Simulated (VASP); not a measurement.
# BP (F-43m) in VASP: notebook, part 2 of 2

VASP 6.6.1. Earlier steps stand in the parts before.

## (4) Relaxation of cell and atoms, r2SCAN, target pressure 2 GPa, at which the enthalpy is minimised

This run uses another cell than the first one, of 11.67 Å³/atom, 1.012 times its volume.

POSCAR

```
BP
1.0
    0.0000000000      2.2682552984      2.2682552984
    2.2682552984      0.0000000000      2.2682552984
    2.2682552984      2.2682552984      0.0000000000
B P
1 1
Direct
    0.0000000000      0.0000000000      0.0000000000
    0.7500000000      0.7500000000      0.7500000000
```

INCAR.step1

```
SYSTEM = BP
ALGO = Normal ; EDIFF = 1E-4
ENCUT = 600 ; GGA = PE
ISMEAR = 0 ; LASPH = .True.
LCHARG = .False. ; LREAL = .False.
LWAVE = .True. ; NELM = 80
PREC = Accurate ; SIGMA = 0.01
```

INCAR.step2

```
SYSTEM = BP
ALGO = Normal ; EDIFF = 1E-6
EDIFFG = -0.002 ; ENCUT = 600
IBRION = 2 ; ISIF = 3
ISMEAR = 0 ; ISTART = 1
LASPH = .True. ; LCHARG = .False.
LMIXTAU = .True. ; LREAL = .False.
LWAVE = .False. ; METAGGA = R2SCAN
NELM = 80 ; NSW = 100
PREC = Accurate ; PSTRESS = 20.0
SIGMA = 0.01
```

KPOINTS

```
k-points
0
Gamma
  8 8 8
  0 0 0
```

Launch:

```
cat potpaw_PBE.64/B/POTCAR potpaw_PBE.64/P/POTCAR > POTCAR
cp INCAR.step1 INCAR
mpirun -np 1 vasp_std > vasp.out
cp INCAR.step2 INCAR
mpirun -np 1 vasp_std > vasp.out
```

Wall time 37 s (1 thread of Intel Xeon 6975P-C (Granite Rapids), shared host); peak memory 0.16 GiB.

Results (log left out):

| Property | Result |
| --- | --- |
| Free energy | -17.3105 eV |
| Relaxed volume | 11.50 Å³/atom |
| Relaxed cell | a = 3.193 Å, b = 3.193 Å, c = 3.193 Å, α = 60.00°, β = 60.00°, γ = 60.00° |
| Space group after relaxing (to 0.05 Å) | F-43m (No. 216) |
| Energy change on relaxing (the enthalpy is what falls) | +0.8 meV/atom |
| Ionic steps | 3 |
| Pressure after relaxing | 2.0 GPa |
| Band gap on the k mesh | 1.46 eV, indirect (least direct gap 3.66 eV) |

Step by step:
```
step  energy change (eV)  largest force (eV/Å)  pressure (GPa)  volume (Å³)
   1              0.0000                0.0000           -0.48        23.34
   2              0.0068                0.0000            4.18        22.73
   3              0.0015                0.0000            2.00        23.01
```

Final structure:
```yaml
crystal:
  lattice:
    - [0.00000, 2.25744, 2.25744]
    - [2.25744, 0.00000, 2.25744]
    - [2.25744, 2.25744, 0.00000]
  atoms:
    - { symbol: B, position: [0.00000, 0.00000, 0.00000] }
    - { symbol: P, position: [0.75000, 0.75000, 0.75000] }
```

Levels at points of the mesh, in eV from the valence-band top:
```tsv
k point	band 2	band 3	band 4	band 5	band 6	band 7
(0.00, 0.00, 0.00)	0.00	0.00	0.00	3.66	3.66	3.66
(0.50, 0.00, 0.00)	-9.61	-1.88	-1.88	4.24	5.04	5.04
(0.50, 0.50, 0.00)	-9.21	-4.40	-4.40	1.51	1.90	13.22
```

Caveat: the cell is relaxed towards a set pressure, so the enthalpy falls and the energy may rise; the PAW data sets were made with another functional, which shifts forces and pressure a little. r2SCAN opens gaps a little over a GGA but as a rule still falls short of measured ones.

## (5) Relaxation of cell and atoms, r2SCAN, target pressure 4 GPa, at which the enthalpy is minimised

This run uses another cell than the first one, of 11.67 Å³/atom, 1.012 times its volume.

POSCAR is that of step 4.

INCAR.step1

```
SYSTEM = BP
  PREC = Accurate
  ENCUT = 600
  ISMEAR = 0
  SIGMA = 0.01
  LREAL = .False.
  LASPH = .True.
  NELM = 100
  GGA = PE
  ALGO = Normal
  EDIFF = 1E-4
  LWAVE = .True.
  LCHARG = .False.
```

INCAR.step2

```
SYSTEM = BP
  PREC = Accurate
  ENCUT = 600
  EDIFF = 1E-6
  ISMEAR = 0
  SIGMA = 0.01
  LREAL = .False.
  LASPH = .True.
  NELM = 100
  ALGO = Normal
  ISIF = 3
  LWAVE = .False.
  LCHARG = .False.
  METAGGA = R2SCAN
  LMIXTAU = .True.
  IBRION = 2
  NSW = 100
  EDIFFG = -0.002
  PSTRESS = 40.0
  ISTART = 1
```

KPOINTS

```
regular mesh
0
Gamma
  8 8 8
  0 0 0
```

Launch:

```
cat potpaw_PBE.64/B/POTCAR potpaw_PBE.64/P/POTCAR > POTCAR
cp INCAR.step1 INCAR
mpirun -np 1 vasp_std > vasp.out
cp INCAR.step2 INCAR
mpirun -np 1 vasp_std > vasp.out
```

Run time: 37 s. Hardware: 1 thread of Intel Xeon 6975P-C (Granite Rapids), shared host; peak memory 0.15 GiB.

The run converged. Its results:

- Free energy: -17.3058 eV
- Relaxed volume: 11.38 Å³/atom
- Relaxed cell: a = 3.181 Å, b = 3.181 Å, c = 3.181 Å, α = 60.00°, β = 60.00°, γ = 60.00°
- Space group after relaxing (to 0.05 Å): F-43m (No. 216)
- Energy change on relaxing (the enthalpy is what falls): +3.1 meV/atom
- Ionic steps: 3
- Pressure after relaxing: 4.0 GPa
- Band gap on the k mesh: 1.45 eV, indirect (least direct gap 3.68 eV)

The path:
```
step  energy change (eV)  largest force (eV/Å)  pressure (GPa)  volume (Å³)
   1              0.0000                0.0000           -0.48        23.34
   2              0.0254                0.0000            8.31        22.25
   3              0.0062                0.0000            3.99        22.76
```

Final structure:
```yaml
crystal:
  lattice:
    - [0.00000, 2.24920, 2.24920]
    - [2.24920, 0.00000, 2.24920]
    - [2.24920, 2.24920, 0.00000]
  atoms:
    - { symbol: B, position: [0.00000, 0.00000, 0.00000] }
    - { symbol: P, position: [0.75000, 0.75000, 0.75000] }
```

Levels at points of the mesh, in eV from the valence-band top:
```csv
k point,band 1,band 2,band 3,band 4,band 5,band 6,band 7,band 8
"(0.00, 0.00, 0.00)",-16.50,0.00,0.00,0.00,3.68,3.68,3.68,8.44
"(0.50, 0.00, 0.00)",-12.91,-9.70,-1.90,-1.90,4.31,5.05,5.05,11.02
"(0.50, 0.50, 0.00)",-11.20,-9.27,-4.44,-4.44,1.49,1.89,13.32,13.32
```

Caveat: the cell is relaxed towards a set pressure, so the enthalpy falls and the energy may rise; the PAW data sets were made with another functional, which shifts forces and pressure a little.

## (6) Relaxation of cell and atoms, r2SCAN, target pressure 7 GPa, at which the enthalpy is minimised

This run uses another cell than the first one, of 11.67 Å³/atom, 1.012 times its volume.

POSCAR is that of step 5.

INCAR.step1

```
SYSTEM = BP
PREC = Accurate
ENCUT = 600
ISMEAR = 0
SIGMA = 0.01
LREAL = .False.
LASPH = .True.
NELM = 100
GGA = PE
ALGO = Normal
EDIFF = 1E-4
LWAVE = .True.
LCHARG = .False.
```

INCAR.step2

```
SYSTEM = BP
PREC = Accurate
ENCUT = 600
EDIFF = 1E-6
ISMEAR = 0
SIGMA = 0.01
LREAL = .False.
LASPH = .True.
NELM = 100
ALGO = Normal
ISIF = 3
LWAVE = .False.
LCHARG = .False.
METAGGA = R2SCAN
LMIXTAU = .True.
IBRION = 2
NSW = 100
EDIFFG = -0.002
PSTRESS = 70.0
ISTART = 1
```

KPOINTS

```
Automatic mesh
0
Gamma
  8 8 8
  0 0 0
```

Potentials or basis: VASP PAW PBE potentials, release 64 (B, P).

Launch:

```
cat potpaw_PBE.64/B/POTCAR potpaw_PBE.64/P/POTCAR > POTCAR
cp INCAR.step1 INCAR
mpirun -np 1 vasp_std > vasp.out
cp INCAR.step2 INCAR
mpirun -np 1 vasp_std > vasp.out
```

OUTCAR:

```text
SYSTEM = BP
   PREC = Accurate
   ENCUT = 600
   EDIFF = 1E-6
   ISMEAR = 0
   LREAL = .False.
   LASPH = .True.
   NELM = 100
   ISIF = 3
   METAGGA = R2SCAN
   IBRION = 2
   NSW = 100
   EDIFFG = -0.002
   PSTRESS = 70.0
   ISTART = 1

 ion  position               nearest neighbor table
   1  0.000  0.000  0.000-   2 1.96   2 1.96   2 1.96   2 1.96
   2  0.750  0.750  0.750-   1 1.96   1 1.96   1 1.96   1 1.96

  LATTYP: Found a face centered cubic cell.
 ALAT       =     4.5365105968

  Lattice vectors:

 A1 = (   0.0000000000,   2.2682552984,   2.2682552984)
 A2 = (   2.2682552984,   0.0000000000,   2.2682552984)
 A3 = (   2.2682552984,   2.2682552984,   0.0000000000)

Analysis of symmetry for initial positions (statically):
=====================================================================
 Subroutine PRICEL returns:
 Original cell was already a primitive cell.

 Routine SETGRP: Setting up the symmetry group for a
 face centered cubic supercell.

 Subroutine GETGRP returns: Found 24 space group operations
 (whereof 24 operations were pure point group operations)
 out of a pool of 48 trial point group operations.

The static configuration has the point symmetry T_d .
[... 168 lines left out ...]
  Direction    XX          YY          ZZ          XY          YZ          ZX
  --------------------------------------------------------------------------------------
  -------------------------------------------------------------------------------------
  Total       -0.0703319     -0.0703319     -0.0703319      0.0000000      0.0000000     -0.0000000
  in kB       -4.8278852     -4.8278852     -4.8278852      0.0000000      0.0000000     -0.0000000
  external PRESSURE =     -74.8278852 kB  Pullay stress =      70.0000000 kB
[... 177 lines left out ...]
--------------------------------------- Ionic step        6  -------------------------------------------

 number of electron       8.0000000 magnetization

 Free energy of the ion-electron system (eV)
  ---------------------------------------------------
  ext. energy  EPLUGINS =         0.00000000
  ---------------------------------------------------
  free energy    TOTEN  =       -17.29370243 eV

  energy without entropy =      -17.29370243  energy(sigma->0) =      -17.29370243

 E-fermi :   7.9966     XC(G=0): -11.6920

 val. band max:        7.8970743487   @ k =   0.0000   0.0000   0.0000
 cond. band min:       9.3236430448   @ k =   0.3750   0.3750   0.0000
 fundamental gap:      1.4265686962
 Fermi energy:         7.9965901056

 k-point     1 :       0.0000    0.0000    0.0000
  band No.  band energies     occupation
      1      -8.7552      2.00000
      2       7.8971      2.00000
      3       7.8971      2.00000
      4       7.8971      2.00000
      5      11.6053      0.00000
      6      11.6053      0.00000
      7      11.6053      0.00000
      8      16.5916      0.00000
[... 243 lines left out ...]
 k-point    24 :      -0.3750    0.2500    0.1250
  band No.  band energies     occupation
      1      -4.3648      2.00000
      2      -1.2852      2.00000
      3       2.9965      2.00000
      4       4.4878      2.00000
      5      12.4593      0.00000
      6      13.6093      0.00000
      7      17.0764      0.00000
      8      18.6813      0.00000

 [... further k-points ...]
[... 5 lines left out ...]
  --------------------------------------------------------------------------------------
  -------------------------------------------------------------------------------------
  Total        0.9797220      0.9797220      0.9797220     -0.0000000      0.0000000     -0.0000000
  in kB       70.0699634     70.0699634     70.0699634     -0.0000000      0.0000000     -0.0000000
  external PRESSURE =       0.0699634 kB  Pullay stress =      70.0000000 kB
[... 21 lines left out ...]
  energy  without entropy=      -17.2937024332  energy(sigma->0) =      -17.29370243

  enthalpy is  TOTEN    =       -16.3149586238 eV   P V=        0.9787438094

 reached required accuracy - stopping structural energy minimisation
```

Wall time 58 s (1 thread of Intel Xeon 6975P-C (Granite Rapids), shared host); peak memory 0.16 GiB.

What came out:

```yaml
Free_energy: -17.2937 eV
Relaxed_volume: 11.20 Å³/atom
Relaxed_cell: a = 3.164 Å, b = 3.164 Å, c = 3.164 Å, α = 60.00°, β = 60.00°, γ = 60.00°
Space_group_after_relaxing_to_0.05_Å: F-43m (No. 216)
Energy_change_on_relaxing_the_enthalpy_is_what_falls: +9.2 meV/atom
Ionic_steps: 6
Pressure_after_relaxing: 7.0 GPa
Band_gap_on_the_k_mesh: 1.43 eV, indirect (least direct gap 3.71 eV)
```

Step by step:
```csv
step,energy change (eV),largest force (eV/Å),pressure (GPa),volume (Å³)
1,0.0000,0.0000,-0.48,23.34
2,0.0768,0.0000,15.17,21.55
3,0.0182,0.0000,6.95,22.41
4,0.0190,0.0000,7.13,22.39
5,0.0178,0.0000,6.88,22.41
6,0.0184,0.0000,7.01,22.40
```

Final structure:
```
B P
1.0
     0.00000    2.23744    2.23744
     2.23744    0.00000    2.23744
     2.23744    2.23744    0.00000
B P
1 1
Direct
  0.00000 0.00000 0.00000
  0.75000 0.75000 0.75000
```

Caveat: the cell is relaxed towards a set pressure, so the enthalpy falls and the energy may rise; the PAW data sets were made with another functional, which shifts forces and pressure a little. A k mesh can miss the band edges.

## (7) Summary

| task | cell | cutoff (eV) | gap on the mesh (eV) | pressure (GPa) |
| --- | --- | --- | --- | --- |
| single point | a = 3.196 Å, angles 60.0°, 2 atoms | 520 | 1.46 | 1.5 |
| relaxation of cell and atoms | relaxed to 1 GPa from a = 3.208 Å, angles 60.0°, 2 atoms | 600 | 1.47 | 1.0 |
| relaxation of cell and atoms | relaxed to 2 GPa from a = 3.208 Å, angles 60.0°, 2 atoms | 600 | 1.46 | 2.0 |
| relaxation of cell and atoms | relaxed to 4 GPa from a = 3.208 Å, angles 60.0°, 2 atoms | 600 | 1.45 | 4.0 |
| relaxation of cell and atoms | relaxed to 7 GPa from a = 3.208 Å, angles 60.0°, 2 atoms | 600 | 1.43 | 7.0 |

Alike in all rows: level r2SCAN; potentials or basis VASP PAW PBE potentials, release 64 (B, P); no spin polarisation; k mesh 8 × 8 × 8; smearing gaussian 0.01 eV.

Caveats: the PAW data sets were made with another functional, which shifts forces and pressure a little; the cell is relaxed towards a set pressure, so the enthalpy falls and the energy may rise (some runs).

Total energies depend on the potentials used, so only differences within one code and one set of settings carry meaning.
